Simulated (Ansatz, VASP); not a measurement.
## SnTe: VASP beside Ansatz

Contents of INCAR:

```
SYSTEM = SnTe
PREC     = Accurate       ! precision mode
ENCUT    = 520            ! plane-wave cutoff, eV
EDIFF    = 1E-7           ! SCF threshold, eV
ISMEAR   = -1             ! smearing method
SIGMA    = 0.02           ! smearing width, eV
LREAL    = .False.        ! projectors in reciprocal space
LASPH    = .True.         ! aspherical terms in the spheres
NELM     = 60             ! most SCF steps
ALGO     = Normal         ! electronic algorithm
ISIF     = 2              ! what is computed and relaxed
LWAVE    = .False.        ! write WAVECAR
LCHARG   = .False.        ! write CHGCAR
GGA      = PS             ! functional
NBANDS   = 17             ! bands
```

The input KPOINTS:

```
Automatic mesh
0
Gamma
  4 4 4
  0 0 0
```

Contents of POSCAR:

```
SnTe
1.0
    0.0000000000      3.6111500000      3.6111500000
    3.6111500000      0.0000000000      3.6111500000
    3.6111500000      3.6111500000      0.0000000000
Sn Te
1 1
Direct
    0.0195700000      0.9812100000      0.9875900000
    0.7494723002      0.7400776998      0.7625223002
```

Input for Ansatz:

```yaml
crystal:
  lattice:
    - [0.0, 3.61115, 3.61115]
    - [3.61115, 0.0, 3.61115]
    - [3.61115, 3.61115, 0.0]
  atoms:
    - { symbol: Sn, position: [0.01957, 0.98121, 0.98759] }
    - { symbol: Te, position: [0.7494723002367667, 0.7400776997632333, 0.7625223002367667] }
basis:
  ecutwfc: 540.0
  xc_grid: 2
kpoints:
  mp_grid:
    grid: [4, 4, 4]
hamiltonian:
  xc: pbesol
scf:
  convergence:
    dr2_threshold: 1.0e-09
  occupations:
    method: fermi_dirac
    width: 0.02
output:
  forces: true
  stress: true
```

Alike in both runs: task single point; functional PBEsol; k mesh 4 × 4 × 4; occupations fermi-dirac, width 0.02 eV; no spin polarisation.

|  | VASP | Ansatz |
| --- | --- | --- |
| version | VASP 6.6.1 | Ansatz 0.2.0 |
| potentials or method | VASP PAW PBE potentials, release 64 (Sn_d, Te), cutoff 520 eV | plane waves, PAW |
| valence electrons in the cell | 20 | 30 |

|  | VASP | Ansatz | Ansatz less VASP |
| --- | --- | --- | --- |
| pressure (GPa) | -1.5 | -1.5 | +0.01 |
| traceless stress, the component that is largest in VASP (GPa) | 0.58 | 0.57 | -0.012 |
| rms of the force components (eV/Å) | 0.175 | 0.173 | -0.0016 |

VASP's potentials were made for PBE, not for PBEsol. Atom by atom the forces differ by 0.002 eV/Å (rms over components). VASP's potentials hold 20 valence electrons a cell and Ansatz's 30, so a difference there can come from the potentials and not from the codes. Ansatz's warnings: stress scf threshold loose.

Neither program's run includes spin-orbit coupling.
